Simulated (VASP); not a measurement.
The system is B2P.

```
B P
1.0
    -2.11687    2.11687    5.77365
     2.11687   -2.11687    5.77365
     2.11687    2.11687   -5.77365
B P
8 4
Direct
  0.78711 0.78711 0.57422
  0.21289 0.21289 0.42578
  0.53711 0.46289 0.50000
  0.96289 0.03711 0.50000
  0.96289 0.46289 0.92578
  0.53711 0.03711 0.07422
  0.21289 0.78711 0.00000
  0.78711 0.21289 0.00000
  0.37500 0.62500 0.75000
  0.87500 0.62500 0.25000
  0.37500 0.12500 0.75000
  0.37500 0.62500 0.25000
```

```yaml
Program: VASP 6.6.1
Task: relaxation of cell and atoms
Functional: PBE
Potentials_or_basis: VASP PAW PBE potentials, release 64 (B, P)
Cutoff: 600 eV
k_mesh: 6 × 6 × 6
Occupations: gaussian, width 0.1 eV
Spin: no spin polarisation
```

At the start: pressure 42.9 GPa; volume 8.62 Å³/atom.

How do energy, volume and symmetry change on relaxing?

Over 9 steps the energy falls by 359.7 meV/atom and the volume is 10.38 Å³/atom (+20.4 %); space group I4_1/amd (No. 141, to 0.05 Å).

The path:
```
step  energy change (eV)  largest force (eV/Å)  pressure (GPa)  volume (Å³)
   1              0.0000                2.4817           42.93       103.49
   2             -2.9090                0.6453          -13.99       142.10
   3             -3.4805                0.9468           -3.56       128.30
   4             -3.9456                0.1645           -0.86       126.73
   5             -4.0540                0.5175            1.41       125.64
   6             -4.3000                0.0422           -1.60       126.28
   7             -4.3050                0.0275           -1.94       126.34
   8             -4.3150                0.0251            0.81       123.92
   9             -4.3167                0.0111            0.04       124.57
```

Final structure:
```
B P
1.0
    -2.35620    2.35620    5.60971
     2.35620   -2.35620    5.60971
     2.35620    2.35620   -5.60971
B P
8 4
Direct
  0.81522 0.81522 0.63044
  0.18478 0.18478 0.36956
  0.56522 0.43478 0.50000
  0.93478 0.06522 0.50000
  0.93478 0.43478 0.86956
  0.56522 0.06522 0.13044
  0.18478 0.81522 0.00000
  0.81522 0.18478 0.00000
  0.37500 0.62500 0.75000
  0.87500 0.62500 0.25000
  0.37500 0.12500 0.75000
  0.37500 0.62500 0.25000
```

Caveat: the volume moved by over 15 % at a fixed basis, so the end points are rough.
